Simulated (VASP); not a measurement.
In4Sb3As, 8 atoms in the cell. It takes space group I-42m (No. 121, tetragonal). The conventional cell has a = 6.461 Å, b = 6.461 Å, c = 12.897 Å, α = 90.00°, β = 90.00°, γ = 90.00°. As (site symmetry -42m) has 4 In at 2.68 Å within 3.5 Å. Within 3.5 Å of In (site symmetry m) lie 1 As at 2.68 Å and 3 Sb at 2.83 to 2.85 Å. Sb (site symmetry -4) has 4 In at 2.83 Å within 3.7 Å. Within 3.8 Å of Sb (site symmetry -42m) lie 4 In at 2.85 Å. 

```yaml
Program: VASP 6.6.1
Task: single point
Functional: PBE
Potentials_or_basis: VASP PAW PBE potentials, release 64 (As, In_d, Sb)
Cutoff: 520 eV
k_mesh: 4 × 4 × 4
Occupations: fermi-dirac, width 0.02 eV
Spin: no spin polarisation
Dipole_correction: no
Further_INCAR_settings: ALGO = Normal; EDIFF = 1e-06; NBANDS = 46
```

Potentials or basis: VASP PAW PBE potentials, release 64 (As, In_d, Sb).

Command:

```console
$ cat potpaw_PBE.64/As/POTCAR potpaw_PBE.64/In_d/POTCAR potpaw_PBE.64/Sb/POTCAR > POTCAR
$ mpirun -np 1 vasp_std > vasp.out
```

Hardware: 1 thread of Intel(R) Xeon(R) Platinum 8559C (Emerald Rapids), on a shared host.

How long does it take, and how much memory?

It took 3.1 min on 1 thread of Intel(R) Xeon(R) Platinum 8559C (Emerald Rapids) (shared host), peak memory 0.54 GiB. Counts: scf iterations 15, k points 13.
